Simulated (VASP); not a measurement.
# Be2S3 in VASP: a series of runs, part 3 of 3

VASP 6.6.1.

**5. Single point, PBE**

This run uses another cell than the first one: it holds 5 atoms, not 10.

File INCAR:

```
SYSTEM = Be2S3
ALGO = Normal
EDIFF = 1E-7
ENCUT = 520
GGA = PE
ISIF = 2
ISMEAR = 0
LASPH = .True.
LCHARG = .False.
LREAL = .False.
LWAVE = .False.
NBANDS = 19
NELM = 80
PREC = Accurate
SIGMA = 0.02
```

File KPOINTS:

```
k-points
0
Gamma
  8 8 4
  0 0 0
```

File POSCAR:

```
Be2S3
1.0
    2.3599835372     -2.6053350157      0.0095987567
    2.3599835372      2.6053350157      0.0095987567
   -0.3260823566      0.0000000000      6.5109563055
Be S
2 3
Direct
    0.4976323530      0.9497790337      0.8111087105
    0.0502209663      0.5023676470      0.1888912895
    0.3798996334      0.4348981639      0.6439030531
    0.5651018361      0.6201003666      0.3560969469
    0.0071452112      0.9928547888      0.0000000000
```

Potentials or basis: VASP PAW PBE potentials, release 64 (Be, S).

The run is started by

```console
> cat potpaw_PBE.64/Be/POTCAR potpaw_PBE.64/S/POTCAR > POTCAR
> mpirun -np 1 vasp_std > vasp.out
```

OUTCAR:

```text
SYSTEM = Be2S3
   EDIFF = 1E-7
   ENCUT = 520
   GGA = PE
   ISIF = 2
   ISMEAR = 0
   LASPH = .True.
   LREAL = .False.
   NELM = 80
   PREC = Accurate

 ion  position               nearest neighbor table
   1  0.498  0.950  0.811-   3 2.08   3 2.12   5 2.13   5 2.16
   2  0.050  0.502  0.189-   4 2.08   4 2.12   5 2.13   5 2.16
   3  0.380  0.435  0.644-   1 2.08   4 2.11   1 2.12
   4  0.565  0.620  0.356-   2 2.08   3 2.11   2 2.12
   5  0.007  0.993  0.000-   2 2.13   1 2.13   2 2.16   1 2.16

  LATTYP: Found a base centered monoclinic cell.
 ALAT       =     4.7200061152
 B/A-ratio  =     1.1039540848
 C/A-ratio  =     1.3811669894
 COS(beta)  =    -0.0459568212

  Lattice vectors:

 A1 = (   2.3599835372,  -2.6053350157,   0.0095987567)
 A2 = (   2.3599835372,   2.6053350157,   0.0095987567)
 A3 = (  -0.3260823566,   0.0000000000,   6.5109563055)

Analysis of symmetry for initial positions (statically):
=====================================================================
 Subroutine PRICEL returns:
 Original cell was already a primitive cell.

 Routine SETGRP: Setting up the symmetry group for a
 base centered monoclinic supercell.

 Subroutine GETGRP returns: Found  2 space group operations
 (whereof  2 operations were pure point group operations)
 out of a pool of  4 trial point group operations.

The static configuration has the point symmetry C_2 .

Analysis of symmetry for dynamics (positions and initial velocities):
=====================================================================
 Subroutine PRICEL returns:
 Original cell was already a primitive cell.

 Routine SETGRP: Setting up the symmetry group for a
 base centered monoclinic supercell.

 Subroutine GETGRP returns: Found  2 space group operations
 (whereof  2 operations were pure point group operations)
 out of a pool of  4 trial point group operations.

The dynamic configuration has the point symmetry C_2 .

 Subroutine INISYM returns: Found  2 space group operations
 (whereof  2 operations are pure point group operations),
 and found     1 'primitive' translations

----------------------------------------------------------------------------------------

                                     Primitive cell

  volume of cell :      80.0822

  direct lattice vectors                    reciprocal lattice vectors
     2.359983537 -2.605335016  0.009598757     0.211822737 -0.191913899  0.010608527
     2.359983537  2.605335016  0.009598757     0.211822737  0.191913899  0.010608527
    -0.326082357  0.000000000  6.510956305    -0.000624558  0.000000000  0.153555990

  length of vectors
     3.515307238  3.515307238  6.519116636     0.286028595  0.286028595  0.153557260

  position of ions in fractional coordinates (direct lattice)
     0.497632353  0.949779034  0.811108711
     0.050220966  0.502367647  0.188891289
     0.379899633  0.434898164  0.643903053
     0.565101836  0.620100367  0.356096947
     0.007145211  0.992854789  0.000000000

  ion indices of the primitive-cell ions
   primitive index   ion index
                 1           1
                 2           2
                 3           3
                 4           4
[... 25 lines left out ...]

 Found     78 irreducible k-points:

 Following reciprocal coordinates:
            Coordinates               Weight
  0.000000  0.000000  0.000000      1.000000
  0.125000  0.000000  0.000000      4.000000
  0.250000  0.000000  0.000000      4.000000
  0.375000 -0.000000  0.000000      4.000000
  0.500000  0.000000  0.000000      2.000000
  0.125000  0.125000  0.000000      2.000000
[... 16 lines left out ...]
  0.125000  0.000000  0.250000      4.000000
  0.250000 -0.000000  0.250000      4.000000
 [... further k-points ...]
   k-points           NKPTS =     78   k-points in BZ     NKDIM =     78   number of bands    NBANDS=     19
   number of dos      NEDOS =    301   number of ions     NIONS =      5
   total plane-waves  NPLWV =  37632
   dimension x,y,z NGX =    28 NGY =   28 NGZ =   48
   dimension x,y,z NGXF=    56 NGYF=   56 NGZF=   96
   ions per type =               2   3
   NGX,Y,Z   is equivalent  to a cutoff of  13.24, 13.24, 12.24 a.u.
   NGXF,Y,Z  is equivalent  to a cutoff of  26.48, 26.48, 24.48 a.u.
 SYSTEM =  Be2S3
   PREC   = accura    normal or accurate (medium, high low for compatibility)
   ISTART =      0    job   : 0-new  1-cont  2-samecut
   ICHARG =      2    charge: 1-file 2-atom 10-const
   ISPIN  =      1    spin polarized calculation?
   LNONCOLLINEAR =      F non collinear calculations
   LSORBIT =      F    spin-orbit coupling
   LASPH  =      T    aspherical Exc in radial PAW
   ENCUT  =  520.0 eV  38.22 Ry    6.18 a.u.   6.54  6.54 12.12*2*pi/ulx,y,z
   NELM   =     80;   NELMIN=  2; NELMDL= -5     # of ELM steps
   EDIFF  = 0.1E-06   stopping-criterion for ELM
   LREAL  =      F    real-space projection
   EDIFFG = 0.1E-05   stopping-criterion for IOM
   NSW    =      0    number of steps for IOM
   IBRION =     -1    ionic relax: 0-MD 1-quasi-New 2-CG
   NFREE  =      0    steps in history (QN), initial steepest desc. (CG)
   ISIF   =      2    stress and relaxation
   ISYM   =      2    0-nonsym 1-usesym 2-fastsym
   POTIM  = 0.5000    time-step for ionic-motion
   TEBEG  =    0.0;   TEEND  =   0.0 temperature during run
   PSTRESS=    0.0 pullay stress
   NELECT =      22.0000    total number of electrons
   NUPDOWN=      -1.0000    fix difference up-down
   EMIN   =  10.00;   EMAX   =-10.00  energy-range for DOS
   EFERMI =   0.00;   METHOD = LEGACY
   ISMEAR =     0;   SIGMA  =   0.02  broadening in eV -4-tet -1-fermi 0-gaus
   EFERMI_NEDOS =   21; number of points for ismear=-14 and -15
   IALGO  =     38    algorithm
   IMIX   =      4    mixing-type and parameters
     AMIX     =   0.40;   BMIX     =  1.00
     AMIX_MAG =   1.60;   BMIX_MAG =  1.00
  volume/ion in A,a.u.               =      16.02       108.08
  Fermi-wavevector in a.u.,A,eV,Ry     =   1.064234  2.011111 15.409877  1.132594
  Thomas-Fermi vector in A             =   2.199746
   LORBIT       =      0    0 simple, 1 ext, 2 COOP (PROOUT), +10 PAW based schemes
   GGA     = PE    functional components
   LHFCALC =     F    Hartree Fock is set to
   AEXX    =    0.0000 exact exchange contribution
   IVDW    =     0    specifies the selected vdW correction
   LEPSILON=     F    determine dielectric tensor
   LRPA    =     F    only Hartree local field effects (RPA)
 non-spin polarized calculation
 Gauss-broadening in eV      SIGMA  =   0.02
  energy-cutoff  :      520.00
  volume of cell :       80.08
 maximum number of plane-waves:      2182
 NGX is ok and might be reduce to    28

 number of electron      21.9999997 magnetization

 Free energy of the ion-electron system (eV)
  ---------------------------------------------------
  ext. energy  EPLUGINS =         0.00000000
  ---------------------------------------------------
  free energy    TOTEN  =       -23.12383021 eV

  energy without entropy =      -23.12383021  energy(sigma->0) =      -23.12383021

 E-fermi :   4.1620     XC(G=0):  -9.5191

 val. band max:        4.0052909027   @ k =   0.1250   0.1250   0.2500
 cond. band min:       5.3451146712   @ k =   0.5000   0.5000   0.5000
 fundamental gap:      1.3398237685
 Fermi energy:         4.1620342393

 k-point     1 :       0.0000    0.0000    0.0000
  band No.  band energies     occupation
      1     -10.8066      2.00000
      2      -8.7677      2.00000
      3      -7.2461      2.00000
      4      -0.5539      2.00000
      5       0.6588      2.00000
      6       1.1989      2.00000
[... 505 lines left out ...]
      6       0.4361      2.00000
[... 11 lines left out ...]
     18      11.4156      0.00000
     19      11.9613      0.00000

 [... further k-points ...]

------------------------ aborting loop because EDIFF is reached ----------------------------------------

  FORCE on cell =-STRESS in cart. coord.  units (eV):
  Direction    XX          YY          ZZ          XY          YZ          ZX
  --------------------------------------------------------------------------------------
  -------------------------------------------------------------------------------------
  Total       -0.0391839     -0.0139977     -0.1612907      0.0000000      0.0000000      0.0765539
  in kB       -0.7839389     -0.2800468     -3.2268893      0.0000000      0.0000000      1.5315879
  external PRESSURE =      -1.4302917 kB  Pullay stress =       0.0000000 kB

 VOLUME and BASIS-vectors are now :
 -----------------------------------------------------------------------------
  energy-cutoff  :      520.00
  volume of cell :       80.08
      direct lattice vectors                 reciprocal lattice vectors
     2.359983537 -2.605335016  0.009598757     0.211822737 -0.191913899  0.010608527
     2.359983537  2.605335016  0.009598757     0.211822737  0.191913899  0.010608527
    -0.326082357  0.000000000  6.510956305    -0.000624558  0.000000000  0.153555990

 POSITION                                       TOTAL-FORCE (eV/Angst)
 -----------------------------------------------------------------------------------
      3.15138      1.17799      5.29499        -0.000799     -0.004112      0.003863
      1.24251      1.17799      1.23517         0.000799     -0.004112     -0.003863
      1.71294      0.14329      4.20025         0.044030      0.005256     -0.094424
      2.68094      0.14329      2.32991        -0.044030      0.005256      0.094424
      2.35998      2.56810      0.00960        -0.000000     -0.002287     -0.000000
 -----------------------------------------------------------------------------------
    total drift:                               -0.000000     -0.000068     -0.000000

  FREE ENERGIE OF THE ION-ELECTRON SYSTEM (eV)
  ---------------------------------------------------
  free  energy   TOTEN  =       -23.1238302144 eV

  energy  without entropy=      -23.1238302144  energy(sigma->0) =      -23.12383021
```

OSZICAR:

```text
N       E                     dE             d eps       ncg     rms          rms(c)
DAV:   1     0.802774573041E+02    0.80277E+02   -0.93050E+03  2964   0.980E+02
DAV:   2    -0.173472922472E+02   -0.97625E+02   -0.93852E+02  3886   0.175E+02
DAV:   3    -0.234365831746E+02   -0.60893E+01   -0.60516E+01  3954   0.470E+01
DAV:   4    -0.235100078608E+02   -0.73425E-01   -0.73326E-01  4108   0.583E+00
DAV:   5    -0.235111636667E+02   -0.11558E-02   -0.11555E-02  3978   0.739E-01    0.121E+01
DAV:   6    -0.232035488886E+02    0.30761E+00   -0.25874E-01  3818   0.294E+00    0.769E+00
DAV:   7    -0.231269553696E+02    0.76594E-01   -0.42072E-01  3936   0.347E+00    0.105E+00
DAV:   8    -0.231236641679E+02    0.32912E-02   -0.41752E-02  3646   0.130E+00    0.554E-01
DAV:   9    -0.231235405164E+02    0.12365E-03   -0.48284E-03  3518   0.420E-01    0.208E-01
DAV:  10    -0.231237692126E+02   -0.22870E-03   -0.57415E-04  3714   0.144E-01    0.456E-02
DAV:  11    -0.231238101901E+02   -0.40977E-04   -0.61986E-05  4009   0.454E-02    0.215E-02
DAV:  12    -0.231238218905E+02   -0.11700E-04   -0.70180E-06  3641   0.161E-02    0.900E-03
DAV:  13    -0.231238301497E+02   -0.82592E-05   -0.95201E-06  3375   0.187E-02    0.344E-03
DAV:  14    -0.231238302144E+02   -0.64688E-07   -0.30666E-07  4168   0.390E-03
   1 F= -.23123830E+02 E0= -.23123830E+02  d E =-.186365E-30
```

stdout:

```text
POSCAR found type information on POSCAR BeS
 POSCAR found :  2 types and       5 ions
 scaLAPACK will be used
 LDA part: xc-table for (Slater+PW92), standard interpolation
 POSCAR, INCAR and KPOINTS ok, starting setup
 FFT: planning ... GRIDC
 FFT: planning ... GRID_SOFT
 FFT: planning ... GRID
 WAVECAR not read
 entering main loop
```

Run time: 82 s. Hardware: 1 thread of Intel Xeon Platinum 8259CL at 2.50GHz (Skylake/Cascade Lake), shared host; peak memory 0.23 GiB.

Results:

* Free energy: -23.1238 eV
* Pressure: -0.1 GPa
* Largest force: 0.104 eV/Å
* Band gap on the k mesh: 1.34 eV (least direct gap 2.06 eV)

Forces in eV/Å, atoms in the order of the input:
```
Be  -0.001 -0.004  0.004
Be   0.001 -0.004 -0.004
S    0.044  0.005 -0.094
S   -0.044  0.005  0.094
S    0.000 -0.002  0.000
```

A k mesh can miss the band edges.

**6. Overview**

```csv
task,cell,k mesh,cutoff (eV),smearing,gap on the mesh (eV),pressure (GPa),largest force (eV/Å)
single point,"a = 3.520, b = 6.500, c = 7.042 Å, angles 91.9, 95.7, 91.9°, 10 atoms, atomic positions A",4 × 2 × 2,520,gaussian 0.1 eV,1.38,-0.1,0.10
relaxation of cell and atoms,"relaxed from a = 3.444, b = 3.444, c = 6.450 Å, angles 98.8, 98.8, 90.0°, 5 atoms, atomic positions B",5 × 5 × 3,600,gaussian 0.2 eV,1.85,0.0,0.07
single point,"a = 3.445, b = 3.445, c = 6.412 Å, angles 92.1, 92.1, 97.7°, 5 atoms, atomic positions C",8 × 8 × 4,520,gaussian 0.02 eV,1.35,4.0,0.10
single point,"a = 3.515, b = 3.515, c = 6.519 Å, angles 91.8, 91.8, 95.7°, 5 atoms, atomic positions D",8 × 8 × 4,520,gaussian 0.02 eV,1.34,-0.1,0.10
```

Alike in all rows: level PBE; potentials or basis VASP PAW PBE potentials, release 64 (Be, S); no spin polarisation.

Caveats: some runs use coarse meshes; the relaxation stopped at a loose force limit of 0.08 eV/Å, so its end isn't a converged minimum (at least some runs); the cell stands under pressure (at least some runs).

Total energies depend on the potentials used, so only differences within one code and one set of settings carry meaning.
